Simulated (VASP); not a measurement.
# TiO: single point with PBEsol

Crystal: TiO.

```xyz
2
Lattice="2.7772 0.0000 0.0000 -1.3886 2.4051 0.0000 0.0000 0.0000 3.8565" Properties=species:S:1:pos:R:3 pbc="T T T"
Ti    1.3886    0.8017    0.0000
O     0.0000    0.0000    1.9283
```

This cell differs from its parent crystal: ratio of the length along z to the lengths across it x 1.3, volume and fractional coordinates fixed.

* Program: VASP 6.6.1
* Task: single point
* Functional: PBEsol
* Potentials or basis: VASP PAW PBE potentials, release 64 (Ti_sv, O)
* Cutoff: 520 eV
* k mesh: 18 × 18 × 16
* Occupations: gaussian, width 0.15 eV
* Spin: no spin polarisation
* Dipole correction: no
* Further INCAR settings: ALGO = Normal; EDIFF = 1e-06; NBANDS = 16

| Property | Result |
| --- | --- |
| Pressure | -34.0 GPa |
| Band gap on the k mesh | zero (band 9 reaches 6.46 eV, above the bottom of band 10 at 6.08 eV) |

Stress tensor (GPa, compression positive):
```
 -1.59   0.00   0.00
  0.00  -1.59   0.00
  0.00   0.00 -98.94
```

Levels at points of the mesh, in eV from the Fermi level:
```csv
k point,band 7,band 8,band 9,band 10,band 11,band 12
"(0.00, 0.00, 0.00)",-2.96,-0.83,-0.83,1.21,1.21,2.38
"(0.50, 0.00, 0.00)",-3.98,-1.73,-1.09,1.90,1.97,2.82
"(0.00, 0.00, 0.50)",-1.01,-0.56,-0.56,0.62,0.62,2.67
"(0.50, 0.00, 0.50)",-4.13,-1.64,-1.08,0.81,2.18,2.84
```

Run time: 70 s on 1 thread of Intel(R) Xeon(R) Platinum 8488C (Sapphire Rapids) (shared host), peak memory 0.25 GiB.

Caveat: the PAW data sets were made with another functional, which shifts forces and pressure a little; semilocal functionals often make such compounds metallic where correlation or magnetic order opens a gap, which also shifts bond lengths.
